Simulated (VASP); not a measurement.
# SnTe (Fm-3m) in VASP: density of states with PBE

Aim: the density of states of SnTe with PBE.

Program: VASP 6.6.1. These are calculated values, not measurements. Logs are shortened: lines on timing, memory, paths and dates and some standing lists are left out, and cuts for length are marked.

### Step 1. The cell of the first run

It takes space group Fm-3m (No. 225, cubic). The conventional cell has a = 6.413 Å, b = 6.413 Å, c = 6.413 Å, α = 90.00°, β = 90.00°, γ = 90.00°. Sn (site symmetry m-3m) has 6 Te at 3.21 Å within 4.2 Å. Te (site symmetry m-3m) has 6 Sn at 3.21 Å within 4.2 Å.

### Step 2. Density of states, PBE

File POSCAR:

```
SnTe
1.0
    0.0000000000      3.2064870610      3.2064870610
    3.2064870610      0.0000000000      3.2064870610
    3.2064870610      3.2064870610      0.0000000000
Sn Te
1 1
Direct
    0.0000000000      0.0000000000      0.0000000000
    0.5000000000      0.5000000000      0.5000000000
```

File INCAR.step1:

```
PREC = Accurate
ENCUT = 520
EDIFF = 1E-6
ISMEAR = 0
SIGMA = 0.01
LREAL = F
LASPH = T
NELM = 100
ALGO = Normal
ISIF = 2
LWAVE = F
LCHARG = T
GGA = PE
NBANDS = 17
```

File KPOINTS.step1:

```
Automatic mesh
0
Gamma
  10 10 10
```

File INCAR.step2:

```
PREC = Accurate
ENCUT = 520
EDIFF = 1E-6
ISMEAR = -5
SIGMA = 0.01
LREAL = F
LASPH = T
NELM = 100
ALGO = Normal
ISIF = 2
LWAVE = F
LCHARG = F
GGA = PE
LORBIT = 11
NBANDS = 17
NEDOS = 1001
ICHARG = 11
```

File KPOINTS.step2:

```
Automatic mesh
0
Gamma
  15 15 15
```

Potentials or basis: VASP PAW PBE potentials, release 64 (Sn_d, Te).

Command:

```bash
cat potpaw_PBE.64/Sn_d/POTCAR potpaw_PBE.64/Te/POTCAR > POTCAR
cp INCAR.step1 INCAR
cp KPOINTS.step1 KPOINTS
mpirun -np 1 vasp_std > vasp.out
cp INCAR.step2 INCAR
cp KPOINTS.step2 KPOINTS
mpirun -np 1 vasp_std > vasp.out
```

OUTCAR:

```text
PREC = Accurate
   ENCUT = 520
   EDIFF = 1E-6
   ISMEAR = -5
   LREAL = F
   LASPH = T
   NELM = 100
   ISIF = 2
   GGA = PE
   LORBIT = 11
   ICHARG = 11

 ion  position               nearest neighbor table
   1  0.000  0.000  0.000-   2 3.21   2 3.21   2 3.21   2 3.21   2 3.21   2 3.21
   2  0.500  0.500  0.500-   1 3.21   1 3.21   1 3.21   1 3.21   1 3.21   1 3.21

  LATTYP: Found a face centered cubic cell.
 ALAT       =     6.4129741220

  Lattice vectors:

 A1 = (   0.0000000000,   3.2064870610,   3.2064870610)
 A2 = (   3.2064870610,   0.0000000000,   3.2064870610)
 A3 = (   3.2064870610,   3.2064870610,   0.0000000000)

Analysis of symmetry for initial positions (statically):
=====================================================================
 Subroutine PRICEL returns:
 Original cell was already a primitive cell.

 Routine SETGRP: Setting up the symmetry group for a
 face centered cubic supercell.

 Subroutine GETGRP returns: Found 48 space group operations
 (whereof 48 operations were pure point group operations)
 out of a pool of 48 trial point group operations.

The static configuration has the point symmetry O_h .

Analysis of symmetry for dynamics (positions and initial velocities):
=====================================================================
 Subroutine PRICEL returns:
 Original cell was already a primitive cell.

 Routine SETGRP: Setting up the symmetry group for a
 face centered cubic supercell.

 Subroutine GETGRP returns: Found 48 space group operations
 (whereof 48 operations were pure point group operations)
 out of a pool of 48 trial point group operations.

The dynamic configuration has the point symmetry O_h .

 Subroutine INISYM returns: Found 48 space group operations
 (whereof 48 operations are pure point group operations),
 and found     1 'primitive' translations

----------------------------------------------------------------------------------------

                                     Primitive cell

  volume of cell :      65.9354

  direct lattice vectors                    reciprocal lattice vectors
     0.000000000  3.206487061  3.206487061    -0.155933890  0.155933890  0.155933890
     3.206487061  0.000000000  3.206487061     0.155933890 -0.155933890  0.155933890
     3.206487061  3.206487061  0.000000000     0.155933890  0.155933890 -0.155933890

  length of vectors
     4.534657489  4.534657489  4.534657489     0.270085420  0.270085420  0.270085420

[... 83 lines left out ...]
   LREAL  =      F    real-space projection
   EDIFFG = 0.1E-04   stopping-criterion for IOM
   NSW    =      0    number of steps for IOM
   IBRION =     -1    ionic relax: 0-MD 1-quasi-New 2-CG
   NFREE  =      0    steps in history (QN), initial steepest desc. (CG)
   ISIF   =      2    stress and relaxation
   ISYM   =      2    0-nonsym 1-usesym 2-fastsym
   POTIM  = 0.5000    time-step for ionic-motion
   TEBEG  =    0.0;   TEEND  =   0.0 temperature during run
   PSTRESS=    0.0 pullay stress
   NELECT =      20.0000    total number of electrons
   NUPDOWN=      -1.0000    fix difference up-down
   EMIN   =  10.00;   EMAX   =-10.00  energy-range for DOS
   EFERMI =   0.00;   METHOD = LEGACY
   ISMEAR =    -5;   SIGMA  =   0.01  broadening in eV -4-tet -1-fermi 0-gaus
   EFERMI_NEDOS =   21; number of points for ismear=-14 and -15
   IALGO  =     38    algorithm
   IMIX   =      4    mixing-type and parameters
     AMIX     =   0.40;   BMIX     =  1.00
     AMIX_MAG =   1.60;   BMIX_MAG =  1.00
  volume/ion in A,a.u.               =      32.97       222.48
  Fermi-wavevector in a.u.,A,eV,Ry     =   1.099965  2.078632 16.461987  1.209922
  Thomas-Fermi vector in A             =   2.236368
   LORBIT       =     11    0 simple, 1 ext, 2 COOP (PROOUT), +10 PAW based schemes
   GGA     = PE    functional components
   LHFCALC =     F    Hartree Fock is set to
   AEXX    =    0.0000 exact exchange contribution
   IVDW    =     0    specifies the selected vdW correction
   LEPSILON=     F    determine dielectric tensor
   LRPA    =     F    only Hartree local field effects (RPA)
 non-spin polarized calculation
 Fermi weights with tetrahedron method with Bloechl corrections
  energy-cutoff  :      520.00
  volume of cell :       65.94
 maximum number of plane-waves:      1808
 NGX is ok and might be reduce to    36

 number of electron      20.0000005 magnetization

 Free energy of the ion-electron system (eV)
  ---------------------------------------------------
  ext. energy  EPLUGINS =         0.00000000
  ---------------------------------------------------
  free energy    TOTEN  =        -7.56566021 eV

  energy without entropy =       -7.56566021  energy(sigma->0) =       -7.56566021

 E-fermi :   6.1893     XC(G=0):  -9.2593

 val. band max:        6.1843460753   @ k =   0.4667   0.0000   0.0000
 cond. band min:       6.4958415929   @ k =   0.4667   0.0000   0.0000
 fundamental gap:      0.3114955177
 Fermi energy:         6.1892880653

 k-point     1 :       0.0000    0.0000    0.0000
  band No.  band energies     occupation
      1     -15.5721      2.00000
      2     -15.5721      2.00000
      3     -15.5671      2.00000
      4     -15.5671      2.00000
      5     -15.5671      2.00000
      6      -6.1087      2.00000
[... 457 lines left out ...]
      4     -15.5650      2.00000
      5     -15.5649      2.00000
      6      -5.8057      2.00000
[... 9 lines left out ...]
     16      12.5234      0.00000
     17      13.7306      0.00000

 [... further k-points ...]
[... 5 lines left out ...]
  --------------------------------------------------------------------------------------
  -------------------------------------------------------------------------------------
  Total       -0.0497595     -0.0497595     -0.0497595     -0.0000000      0.0000000      0.0000000
  in kB       -1.2091166     -1.2091166     -1.2091166     -0.0000000      0.0000000      0.0000000
  external PRESSURE =      -1.2091166 kB  Pullay stress =       0.0000000 kB

 VOLUME and BASIS-vectors are now :
 -----------------------------------------------------------------------------
  energy-cutoff  :      520.00
  volume of cell :       65.94
      direct lattice vectors                 reciprocal lattice vectors
     0.000000000  3.206487061  3.206487061    -0.155933890  0.155933890  0.155933890
     3.206487061  0.000000000  3.206487061     0.155933890 -0.155933890  0.155933890
     3.206487061  3.206487061  0.000000000     0.155933890  0.155933890 -0.155933890

 POSITION                                       TOTAL-FORCE (eV/Angst)
 -----------------------------------------------------------------------------------
      0.00000      0.00000      0.00000         0.000000     -0.000000      0.000000
      3.20649      3.20649      3.20649        -0.000000      0.000000      0.000000
 -----------------------------------------------------------------------------------
    total drift:                               -0.000000      0.000000      0.000000

  FREE ENERGIE OF THE ION-ELECTRON SYSTEM (eV)
  ---------------------------------------------------
  free  energy   TOTEN  =        -7.5656602067 eV

  energy  without entropy=       -7.5656602067  energy(sigma->0) =       -7.56566021

 total charge

# of ion       s       p       d       tot
------------------------------------------
    1        1.376   0.697   9.977  12.050
    2        1.380   1.959   0.025   3.364
--------------------------------------------------
tot          2.757   2.655  10.002  15.414
```

OUTCAR.step1:

```text
PREC = Accurate
   ENCUT = 520
   EDIFF = 1E-6
   ISMEAR = 0
   LREAL = F
   LASPH = T
[... 701 lines left out ...]
 -----------------------------------------------------------------------------------
      0.00000      0.00000      0.00000         0.000000      0.000000     -0.000000
      3.20649      3.20649      3.20649         0.000000      0.000000      0.000000
 -----------------------------------------------------------------------------------
    total drift:                               -0.000000      0.000000      0.000000

  FREE ENERGIE OF THE ION-ELECTRON SYSTEM (eV)
  ---------------------------------------------------
  free  energy   TOTEN  =        -7.5649435672 eV

  energy  without entropy=       -7.5649435468  energy(sigma->0) =       -7.56494356
```

Run time: 42 s. Hardware: 1 thread of Intel Xeon 6975P-C (Granite Rapids), shared host; peak memory 0.29 GiB.

What came out:

| Property | Result |
| --- | --- |
| Valence electrons inside the program's atomic spheres | Sn 12.05; Te 3.36 |

Caveat: spin-orbit coupling is left out, which moves the levels of the heavy elements.
